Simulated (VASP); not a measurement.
# Ti2CuAs3 (P-4m2) in VASP: single point with PBE

Aim: the single point of Ti2CuAs3 with PBE.

All numbers are computed with VASP 6.6.1; they aren't measurements. Logs are shortened: lines on timing, memory, paths and dates and some standing lists are left out, and cuts for length are marked.

### Step 1. The cell of the first run

It takes space group P-4m2 (No. 115, tetragonal). The conventional cell has a = 3.741 Å, b = 3.741 Å, c = 8.242 Å, α = 90.00°, β = 90.00°, γ = 90.00°. As (site symmetry 2mm) has 5 Ti at 2.81 to 2.87 Å and 10 As at 3.27 to 3.74 Å and 2 Cu at 3.67 Å within 3.8 Å. As (site symmetry -4m2) has 4 Cu at 2.65 Å and 4 Ti at 2.90 Å within 3.5 Å. Ti (site symmetry 2mm) has 7 As at 2.81 to 2.90 Å and 2 Cu at 2.90 Å and 4 Ti at 3.74 Å within 3.8 Å. Cu (site symmetry -4m2) has 4 As at 2.65 Å and 4 Ti at 2.90 Å within 3.5 Å.

### Step 2. Single point, PBE

POSCAR

```
Ti2CuAs3
1.0
    3.7411190000      0.0000000000      0.0000000000
    0.0000000000      3.7411190000      0.0000000000
    0.0000000000      0.0000000000      8.2420370000
As Ti Cu
3 2 1
Direct
    0.0000000000      0.5000000000      0.3835000000
    0.5000000000      0.0000000000      0.6165000000
    0.5000000000      0.5000000000      0.0000000000
    0.0000000000      0.5000000000      0.7315000000
    0.5000000000      0.0000000000      0.2685000000
    0.0000000000      0.0000000000      0.0000000000
```

INCAR.step1

```
PREC = Accurate
ENCUT = 520
EDIFF = 1E-7
ISMEAR = -1
SIGMA = 0.0723
LREAL = False
LASPH = True
NELM = 80
ALGO = Normal
ISIF = 2
LWAVE = False
LCHARG = True
LMAXMIX = 4
GGA = PE
NBANDS = 34
```

KPOINTS.step1

```
Automatic mesh
0
Gamma
  9 9 4
```

INCAR.step2

```
PREC = Accurate
ENCUT = 520
EDIFF = 1E-7
ISMEAR = -5
SIGMA = 0.0723
LREAL = False
LASPH = True
NELM = 80
ALGO = Normal
ISIF = 2
LWAVE = False
LCHARG = False
LMAXMIX = 4
GGA = PE
LORBIT = 10
NBANDS = 34
NEDOS = 2001
ICHARG = 11
```

KPOINTS.step2

```
Automatic mesh
0
Gamma
  14 14 6
```

Potentials or basis: VASP PAW PBE potentials, release 64 (As, Ti_sv, Cu).

The run is started by

```sh
$ cat potpaw_PBE.64/As/POTCAR potpaw_PBE.64/Ti_sv/POTCAR potpaw_PBE.64/Cu/POTCAR > POTCAR
$ cp INCAR.step1 INCAR
$ cp KPOINTS.step1 KPOINTS
$ mpirun -np 1 vasp_std > vasp.out
$ cp INCAR.step2 INCAR
$ cp KPOINTS.step2 KPOINTS
$ mpirun -np 1 vasp_std > vasp.out
```

OUTCAR:

```text
PREC = Accurate
   ENCUT = 520
   EDIFF = 1E-7
   ISMEAR = -5
   LREAL = False
   LASPH = True
   NELM = 80
   ISIF = 2
   GGA = PE
   LORBIT = 10
   ICHARG = 11

 ion  position               nearest neighbor table
   1  0.000  0.500  0.383-   5 2.81   5 2.81   5 2.81   5 2.81   4 2.87
   2  0.500  0.000  0.617-   4 2.81   4 2.81   4 2.81   4 2.81   5 2.87
   3  0.500  0.500  0.000-   6 2.65   6 2.65   6 2.65   6 2.65   5 2.90   4 2.90   4 2.90   5 2.90

   4  0.000  0.500  0.731-   2 2.81   2 2.81   2 2.81   2 2.81   1 2.87   3 2.90   3 2.90
   5  0.500  0.000  0.269-   1 2.81   1 2.81   1 2.81   1 2.81   2 2.87   3 2.90   3 2.90
   6  0.000  0.000  0.000-   3 2.65   3 2.65   3 2.65   3 2.65

  LATTYP: Found a simple tetragonal cell.
 ALAT       =     3.7411190000
 C/A-ratio  =     2.2030940475

  Lattice vectors:

 A1 = (   3.7411190000,   0.0000000000,   0.0000000000)
 A2 = (   0.0000000000,   3.7411190000,   0.0000000000)
 A3 = (   0.0000000000,   0.0000000000,   8.2420370000)

Analysis of symmetry for initial positions (statically):
=====================================================================
 Subroutine PRICEL returns:
 Original cell was already a primitive cell.

 Routine SETGRP: Setting up the symmetry group for a
 simple tetragonal supercell.

 Subroutine GETGRP returns: Found  8 space group operations
 (whereof  8 operations were pure point group operations)
 out of a pool of 16 trial point group operations.

The static configuration has the point symmetry D_2d.

Analysis of symmetry for dynamics (positions and initial velocities):
=====================================================================
 Subroutine PRICEL returns:
 Original cell was already a primitive cell.

 Routine SETGRP: Setting up the symmetry group for a
 simple tetragonal supercell.

 Subroutine GETGRP returns: Found  8 space group operations
 (whereof  8 operations were pure point group operations)
 out of a pool of 16 trial point group operations.

The dynamic configuration has the point symmetry D_2d.

 Subroutine INISYM returns: Found  8 space group operations
 (whereof  8 operations are pure point group operations),
 and found     1 'primitive' translations

----------------------------------------------------------------------------------------

                                     Primitive cell

  volume of cell :     115.3553

  direct lattice vectors                    reciprocal lattice vectors
     3.741119000  0.000000000  0.000000000     0.267299704  0.000000000  0.000000000
     0.000000000  3.741119000  0.000000000     0.000000000  0.267299704  0.000000000
     0.000000000  0.000000000  8.242037000     0.000000000  0.000000000  0.121329230

  length of vectors
     3.741119000  3.741119000  8.242037000     0.267299704  0.267299704  0.121329230

  position of ions in fractional coordinates (direct lattice)
     0.000000000  0.500000000  0.383500000
     0.500000000  0.000000000  0.616500000
     0.500000000  0.500000000  0.000000000
     0.000000000  0.500000000  0.731500000
     0.500000000  0.000000000  0.268500000
     0.000000000  0.000000000  0.000000000

  ion indices of the primitive-cell ions
   primitive index   ion index
                 1           1
                 2           2
                 3           3
                 4           4
                 5           5
                 6           6

----------------------------------------------------------------------------------------

 KPOINTS: Automatic mesh

Automatic generation of k-mesh.
 Grid dimensions read from file:
 generate k-points for:   14   14    6

 Generating k-lattice:

  Cartesian coordinates                     Fractional coordinates (reciprocal lattice)
     0.019092836  0.000000000  0.000000000     0.071428571  0.000000000  0.000000000
     0.000000000  0.019092836  0.000000000     0.000000000  0.071428571  0.000000000
     0.000000000  0.000000000  0.020221538     0.000000000  0.000000000  0.166666667

  Length of vectors
     0.019092836  0.019092836  0.020221538

  Shift w.r.t. Gamma in fractional coordinates (k-lattice)
     0.000000000  0.000000000  0.000000000

 TETIRR: Found   1764 inequivalent tetrahedra from     7056

 Subroutine IBZKPT returns following result:
 ===========================================

 Found    144 irreducible k-points:

 Following reciprocal coordinates:
            Coordinates               Weight
  0.000000  0.000000  0.000000      1.000000
  0.071429  0.000000  0.000000      4.000000
  0.142857  0.000000  0.000000      4.000000
  0.214286  0.000000  0.000000      4.000000
  0.285714  0.000000  0.000000      4.000000
  0.357143  0.000000  0.000000      4.000000
[... 16 lines left out ...]
  0.285714  0.214286  0.000000      8.000000
  0.357143  0.214286  0.000000      8.000000
 [... further k-points ...]
   k-points           NKPTS =    144   k-points in BZ     NKDIM =    144   number of bands    NBANDS=     34
   number of dos      NEDOS =   2001   number of ions     NIONS =      6
   total plane-waves  NPLWV =  50176
   dimension x,y,z NGX =    28 NGY =   28 NGZ =   64
   dimension x,y,z NGXF=    56 NGYF=   56 NGZF=  128
   ions per type =               3   2   1
   NGX,Y,Z   is equivalent  to a cutoff of  12.44, 12.44, 12.91 a.u.
   NGXF,Y,Z  is equivalent  to a cutoff of  24.88, 24.88, 25.82 a.u.
 SYSTEM =  unknown system
   PREC   = accura    normal or accurate (medium, high low for compatibility)
   ISTART =      0    job   : 0-new  1-cont  2-samecut
   ICHARG =     11    charge: 1-file 2-atom 10-const
   ISPIN  =      1    spin polarized calculation?
   LNONCOLLINEAR =      F non collinear calculations
   LSORBIT =      F    spin-orbit coupling
   LASPH  =      T    aspherical Exc in radial PAW
   ENCUT  =  520.0 eV  38.22 Ry    6.18 a.u.   6.96  6.96 15.32*2*pi/ulx,y,z
   NELM   =     80;   NELMIN=  2; NELMDL=  0     # of ELM steps
   EDIFF  = 0.1E-06   stopping-criterion for ELM
   LREAL  =      F    real-space projection
   EDIFFG = 0.1E-05   stopping-criterion for IOM
   NSW    =      0    number of steps for IOM
   IBRION =     -1    ionic relax: 0-MD 1-quasi-New 2-CG
   NFREE  =      0    steps in history (QN), initial steepest desc. (CG)
   ISIF   =      2    stress and relaxation
   ISYM   =      2    0-nonsym 1-usesym 2-fastsym
   POTIM  = 0.5000    time-step for ionic-motion
   TEBEG  =    0.0;   TEEND  =   0.0 temperature during run
   PSTRESS=    0.0 pullay stress
   NELECT =      50.0000    total number of electrons
   NUPDOWN=      -1.0000    fix difference up-down
   EMIN   =  10.00;   EMAX   =-10.00  energy-range for DOS
   EFERMI =   0.00;   METHOD = LEGACY
   ISMEAR =    -5;   SIGMA  =   0.07  broadening in eV -4-tet -1-fermi 0-gaus
   EFERMI_NEDOS =   21; number of points for ismear=-14 and -15
   IALGO  =     38    algorithm
   IMIX   =      4    mixing-type and parameters
     AMIX     =   0.40;   BMIX     =  1.00
     AMIX_MAG =   1.60;   BMIX_MAG =  1.00
  volume/ion in A,a.u.               =      19.23       129.74
  Fermi-wavevector in a.u.,A,eV,Ry     =   1.238946  2.341268 20.884761  1.534987
  Thomas-Fermi vector in A             =   2.373450
   LORBIT       =     10    0 simple, 1 ext, 2 COOP (PROOUT), +10 PAW based schemes
   GGA     = PE    functional components
   LHFCALC =     F    Hartree Fock is set to
   AEXX    =    0.0000 exact exchange contribution
   IVDW    =     0    specifies the selected vdW correction
   LEPSILON=     F    determine dielectric tensor
   LRPA    =     F    only Hartree local field effects (RPA)
 non-spin polarized calculation
 Fermi weights with tetrahedron method with Bloechl corrections
  energy-cutoff  :      520.00
  volume of cell :      115.36
 maximum number of plane-waves:      3136
 NGX is ok and might be reduce to    28

 number of electron      50.0000002 magnetization

 Free energy of the ion-electron system (eV)
  ---------------------------------------------------
  ext. energy  EPLUGINS =         0.00000000
  ---------------------------------------------------
  free energy    TOTEN  =       -35.81292083 eV

  energy without entropy =      -35.81292083  energy(sigma->0) =      -35.81292083

 E-fermi :   5.8243     XC(G=0): -10.6681

 val. band max:        5.8526153990   @ k =   0.2143   0.1429   0.0000
 cond. band min:       5.8189123227   @ k =   0.1429   0.0714   0.1667
 fundamental gap:     -0.0337030762
 Fermi energy:         5.8243073714

 k-point     1 :       0.0000    0.0000    0.0000
  band No.  band energies     occupation
      1     -51.5753      2.00000
      2     -51.5751      2.00000
      3     -27.8559      2.00000
      4     -27.8506      2.00000
      5     -27.8192      2.00000
      6     -27.8192      2.00000
[... 26 lines left out ...]
     33       7.8387      0.00000
     34       8.6588      0.00000

 k-point     2 :       0.0714    0.0000    0.0000
  band No.  band energies     occupation
      1     -51.5752      2.00000
      2     -51.5750      2.00000
      3     -27.8556      2.00000
      4     -27.8506      2.00000
      5     -27.8206      2.00000
      6     -27.8191      2.00000
[... 26 lines left out ...]
     33       8.0298      0.00000
     34       8.6729      0.00000
[... 775 lines left out ...]
     33       8.2057      0.00000
     34       8.8660      0.00000

 k-point    24 :       0.3571    0.2143    0.0000
  band No.  band energies     occupation
      1     -51.5735      2.00000
      2     -51.5734      2.00000
      3     -27.8507      2.00000
      4     -27.8489      2.00000
      5     -27.8402      2.00000
      6     -27.8273      2.00000
[... 26 lines left out ...]
     33       8.3596      0.00000
     34       8.8204      0.00000

 [... further k-points ...]

------------------------ aborting loop because EDIFF is reached ----------------------------------------

  FORCE on cell =-STRESS in cart. coord.  units (eV):
  Direction    XX          YY          ZZ          XY          YZ          ZX
  --------------------------------------------------------------------------------------
  -------------------------------------------------------------------------------------
  Total       -9.1924086     -9.1924086     -8.4220326      0.0000000      0.0000000     -0.0000000
  in kB     -127.6739507   -127.6739507   -116.9741498      0.0000000      0.0000000     -0.0000000
  external PRESSURE =    -124.1073504 kB  Pullay stress =       0.0000000 kB

 VOLUME and BASIS-vectors are now :
 -----------------------------------------------------------------------------
  energy-cutoff  :      520.00
  volume of cell :      115.36
      direct lattice vectors                 reciprocal lattice vectors
     3.741119000  0.000000000  0.000000000     0.267299704  0.000000000  0.000000000
     0.000000000  3.741119000  0.000000000     0.000000000  0.267299704  0.000000000
     0.000000000  0.000000000  8.242037000     0.000000000  0.000000000  0.121329230

 POSITION                                       TOTAL-FORCE (eV/Angst)
 -----------------------------------------------------------------------------------
      0.00000      1.87056      3.16082         0.000000     -0.000000     -0.419953
      1.87056      0.00000      5.08122         0.000000     -0.000000      0.419953
      1.87056      1.87056      0.00000         0.000000     -0.000000     -0.000000
      0.00000      1.87056      6.02905         0.000000     -0.000000     -0.317827
      1.87056      0.00000      2.21299        -0.000000      0.000000      0.317827
      0.00000      0.00000      0.00000         0.000000     -0.000000     -0.000000
 -----------------------------------------------------------------------------------
    total drift:                                0.000000      0.000000     -0.000000

  FREE ENERGIE OF THE ION-ELECTRON SYSTEM (eV)
  ---------------------------------------------------
  free  energy   TOTEN  =       -35.8129208298 eV

  energy  without entropy=      -35.8129208298  energy(sigma->0) =      -35.81292083

 total charge

# of ion       s       p       d       tot
------------------------------------------
    1        1.242   1.429   0.030   2.701
    2        1.242   1.429   0.030   2.701
    3        1.226   1.441   0.041   2.709
    4        2.146   6.075   1.805  10.026
    5        2.146   6.075   1.805  10.026
    6        0.436   0.267   9.185   9.888
--------------------------------------------------
tot          8.440  16.715  12.895  38.050
```

Run time: 11 min. Hardware: 1 thread of Intel Xeon Platinum 8259CL at 2.50GHz (Skylake/Cascade Lake), shared host; peak memory 0.62 GiB.

What came out:

```
Valence electrons inside the program's atomic spheres : As 2.70, 2.71 (each value once); Ti 10.03; Cu 9.89
```

Caveat: tetrahedron occupations give inexact forces and stress in metals.
